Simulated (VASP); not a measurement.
Wanted: the native input for a VASP 6.6.1 run.

| Property | Result |
| --- | --- |
| Task | single point |
| Functional | PBE |
| Dispersion | D3(BJ) |
| Potentials or basis | VASP PAW PBE potentials, release 64 (Si) |
| Cutoff | 520 eV |
| k mesh | 2 × 2 × 2 |
| Occupations | gaussian, width 0.02 eV |
| Spin | no spin polarisation |
| Dipole correction | no |
| Further INCAR settings | LREAL = Auto; ALGO = Normal; EDIFF = 1e-07; NBANDS = 48 |

The structure of Si (a cell with a defect) lies in POSCAR:

```
Si
1.0
    0.0000000000      5.4300000000      5.4300000000
    5.4300000000      0.0000000000      5.4300000000
    5.4300000000      5.4300000000      0.0000000000
Si
17
Direct
    0.0007188971      0.0002783272      0.0003667916
    0.1247989917      0.1251529884      0.1251785572
    0.0005349530     -0.0000133898      0.4989726127
    0.1226966269      0.1211191013      0.6280484703
    0.0005178983      0.4989468441      0.0000500962
    0.1226841750      0.6279626329      0.1212382459
   -0.0050094030      0.5013614036      0.5014716144
    0.1223767648      0.6276874959      0.6277482930
    0.4985573571      0.0003135097      0.0003999499
    0.6283085107      0.1216149517      0.1217491238
    0.5027578316     -0.0075677113      0.5021181785
    0.6281485465      0.1211929000      0.6280739001
    0.5027683026      0.5020228470     -0.0074894259
    0.6281316882      0.6279904836      0.1213091410
    0.5023677063      0.5014906908      0.5015960998
    0.6264050948      0.6237747264      0.6238633512
    0.3763774584      0.3738130986      0.3738833000
```

One way to write it, as run:

INCAR

```
SYSTEM = Si
ALGO = Normal
EDIFF = 1E-7
ENCUT = 520
GGA = PE
ISIF = 2
ISMEAR = 0
IVDW = 12
LASPH = .TRUE.
LCHARG = .TRUE.
LELF = .TRUE.
LREAL = Auto
LVHAR = .TRUE.
LWAVE = .FALSE.
NBANDS = 48
NELM = 60
PREC = Accurate
SIGMA = 0.02
```

KPOINTS

```
k-points
0
G
  2 2 2
  0 0 0
```

Potentials or basis: VASP PAW PBE potentials, release 64 (Si).

Launch:

```bash
$ cat potpaw_PBE.64/Si/POTCAR > POTCAR
$ mpirun -np 1 vasp_std > vasp.out
```

Results of the run:

```json
{"Pressure": "2.4 GPa", "Largest force": "0.021 eV/Å", "Band gap on the k mesh": "zero (bands 34 and 35 overlap by 0.25 eV)", "Dispersion energy per atom": "-0.332 eV"}
```

Caveat: the k points lie up to 0.50 Å⁻¹ apart.

It took 5.9 min on 1 thread of Intel Xeon 8259CL, with other jobs on the host, peak memory 0.47 GiB.
